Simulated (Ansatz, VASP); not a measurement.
**One calculation of BiTe, two programs**

Contents of POSCAR:

```
BiTe
1.0
    0.0202187500      3.2350000000      3.2350000000
    3.2350000000      0.0202187500      3.2350000000
    3.2552187500      3.2552187500      0.0000000000
Bi Te
1 1
Direct
    0.0000000000      0.0000000000      0.0000000000
    0.5000000000      0.5000000000      0.5000000000
```

INCAR.step1

```
SYSTEM = BiTe
ALGO     = Normal         ! electronic algorithm
EDIFF    = 1E-4           ! SCF threshold, eV
ENCUT    = 520            ! plane-wave cutoff, eV
GGA      = PE             ! functional
ISMEAR   = 0              ! smearing method
LASPH    = .True.         ! aspherical terms in the spheres
LCHARG   = .False.        ! write CHGCAR
LREAL    = .False.        ! projectors in reciprocal space
LWAVE    = .True.         ! write WAVECAR
NBANDS   = 18             ! bands
NELM     = 100            ! most SCF steps
PREC     = Accurate       ! precision mode
SIGMA    = 0.15           ! smearing width, eV
```

File INCAR.step2:

```
SYSTEM = BiTe
ALGO     = Normal         ! electronic algorithm
EDIFF    = 1E-6           ! SCF threshold, eV
ENCUT    = 520            ! plane-wave cutoff, eV
ISIF     = 2              ! what is computed and relaxed
ISMEAR   = 0              ! smearing method
ISTART   = 1            
LASPH    = .True.         ! aspherical terms in the spheres
LCHARG   = .False.        ! write CHGCAR
LMIXTAU  = .True.       
LREAL    = .False.        ! projectors in reciprocal space
LWAVE    = .False.        ! write WAVECAR
METAGGA  = R2SCAN         ! meta-GGA
NBANDS   = 18             ! bands
NELM     = 100            ! most SCF steps
PREC     = Accurate       ! precision mode
SIGMA    = 0.15           ! smearing width, eV
```

The input KPOINTS:

```
k-points
0
Gamma
  14 14 14
  0 0 0
```

Input for Ansatz:

```yaml
crystal:
  lattice:
    - [0.02021875, 3.235, 3.235]
    - [3.235, 0.02021875, 3.235]
    - [3.25521875, 3.25521875, 0.0]
  atoms:
    - { symbol: Bi, position: [0.0, 0.0, 0.0] }
    - { symbol: Te, position: [0.5, 0.5, 0.5] }
basis:
  ecutwfc: 500
kpoints:
  mp_grid: { grid: [14, 14, 14] }
hamiltonian:
  xc: r2scan
scf:
  occupations: { method: gaussian, width: 0.15 }
output:
  forces: true
  stress: true
  eigenvalues: true
```

Change from the starting cell: strain +0.0125 x Voigt [0, 0, 0, 0, 0, 1], atoms carried along.

Alike in both runs: task single point; functional r2SCAN; k mesh 14 × 14 × 14; occupations gaussian, width 0.15 eV; no spin polarisation.

|  | VASP | Ansatz |
| --- | --- | --- |
| version | VASP 6.6.1 | Ansatz 0.2.0 |
| potentials or method | VASP PAW PBE potentials, release 64 (Bi_d, Te), cutoff 520 eV | scalar-relativistic, plane waves, PAW |
| valence electrons in the cell | 21 | 31 |

```tsv
	VASP	Ansatz	Ansatz less VASP
gap on the k mesh at the Fermi level (eV)	none	none	-
pressure (GPa)	0.0	0.0	+0.03
```

VASP's potentials were made for PBE, not for r2SCAN. A gap of «none» marks a metal or a gap that the smearing closes. VASP's potentials hold 21 valence electrons a cell and Ansatz's 31, so a difference there can come from the potentials and not from the codes.

Spin-orbit coupling is off throughout.
